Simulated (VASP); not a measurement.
# Al6N: single point with PBE

Crystal: Al6N.

```
Al N
1.0
     2.95421    0.00000    0.00000
    -1.47711    2.55842    0.00000
     0.00000    0.00000   27.59383
Al N
12 2
Direct
  0.66667 0.33333 0.67555
  0.00000 0.00000 0.75601
  0.33333 0.66667 0.83715
  0.33333 0.66667 0.59452
  0.33333 0.66667 0.09076
  0.66667 0.33333 0.18541
  0.00000 0.00000 0.99732
  0.00000 0.00000 0.27169
  0.66667 0.33333 0.91831
  0.66667 0.33333 0.43228
  0.00000 0.00000 0.51359
  0.33333 0.66667 0.35129
  0.00000 0.00000 0.06574
  0.33333 0.66667 0.15868
```

This cell differs from its parent crystal: volume scaled by 0.97, then relaxed in part.

```
Program                : VASP 6.6.1
Task                   : single point
Functional             : PBE
Potentials or basis    : VASP PAW PBE potentials, release 64 (Al, N)
Cutoff                 : 520 eV
k mesh                 : 12 × 12 × 2
Occupations            : gaussian, width 0.1 eV
Spin                   : no spin polarisation
Dipole correction      : no
Further INCAR settings : ALGO = Normal; EDIFF = 1e-06; NBANDS = 36
```

The pressure is 2.8 GPa. The largest force is 0.015 eV/Å and the band gap on the k mesh is zero (band 23 reaches 11.34 eV, above the bottom of band 24 at 6.29 eV).

Forces in eV/Å, atoms in the order of the input:
```
Al   0.000  0.000  0.000
Al   0.000  0.000 -0.001
Al   0.000  0.000  0.000
Al   0.000  0.000  0.001
Al   0.000  0.000  0.008
Al   0.000  0.000 -0.015
Al   0.000  0.000  0.004
Al   0.000  0.000  0.000
Al   0.000  0.000  0.004
Al   0.000  0.000 -0.002
Al   0.000  0.000  0.000
Al   0.000  0.000  0.000
N    0.000  0.000  0.003
N    0.000  0.000 -0.002
```

Levels at points of the mesh, in eV from the Fermi level:
```
           k point  band 20  band 21  band 22  band 23  band 24  band 25
(0.00, 0.00, 0.00)    -1.15    -0.23     1.62     2.67     4.70     4.94
(0.50, 0.00, 0.00)    -2.89    -2.64    -2.02    -1.38    -1.17    -0.29
(0.00, 0.00, 0.50)    -1.61     0.18     1.21     3.14     3.99     5.80
(0.50, 0.00, 0.50)    -2.89    -2.61    -2.18    -1.22    -1.11    -0.45
```

It took 4.2 min on 1 thread of Intel(R) Xeon(R) Platinum 8559C (Emerald Rapids), with other jobs on the host, peak memory 0.45 GiB.
